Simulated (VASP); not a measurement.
Write the native input for VASP 6.6.1 that does the following.

| Item | Value |
| --- | --- |
| Task | single point |
| Functional | PBEsol |
| Potentials or basis | VASP PAW PBE potentials, release 64 (Cd) |
| Cutoff | 520 eV |
| k mesh | 10 × 10 × 10 |
| Occupations | gaussian, width 0.05 eV |
| Spin | no spin polarisation |
| Dipole correction | no |
| Further INCAR settings | ALGO = Fast; EDIFF = 1e-06; NBANDS = 12 |

The structure of Cd lies in POSCAR:

```
Cd
1.0
    1.6080291515      0.9283960635      2.4492874100
   -1.6080291515      0.9283960635      2.4492874100
    0.0000000000     -1.8567921270      2.4492874100
Cd
1
Direct
    0.0000000000      0.0000000000      0.0000000000
```

One way to write it, as run:

INCAR

```
SYSTEM = Cd
  PREC = Accurate
  ENCUT = 520
  EDIFF = 1E-6
  ISMEAR = 0
  SIGMA = 0.05
  LREAL = .FALSE.
  LASPH = .TRUE.
  NELM = 80
  ALGO = Fast
  ISIF = 2
  LWAVE = .FALSE.
  LCHARG = .FALSE.
  GGA = PS
  NBANDS = 12
```

KPOINTS

```
regular mesh
0
G
  10 10 10
  0 0 0
```

Potentials or basis: VASP PAW PBE potentials, release 64 (Cd).

Command:

```bash
$ cat potpaw_PBE.64/Cd/POTCAR > POTCAR
$ mpirun -np 1 vasp_std > vasp.out
```

Results of the run:

```json
{"Pressure": "-1.9 GPa", "Band gap on the k mesh": "zero (bands 6 and 7 overlap by 2.89 eV)"}
```

Caveat: the PAW data sets were made with another functional, which shifts forces and pressure a little.

Run time: 18 s on 1 thread of AMD EPYC 7R13 Processor (Zen 3), on a shared host, peak memory 0.12 GiB.
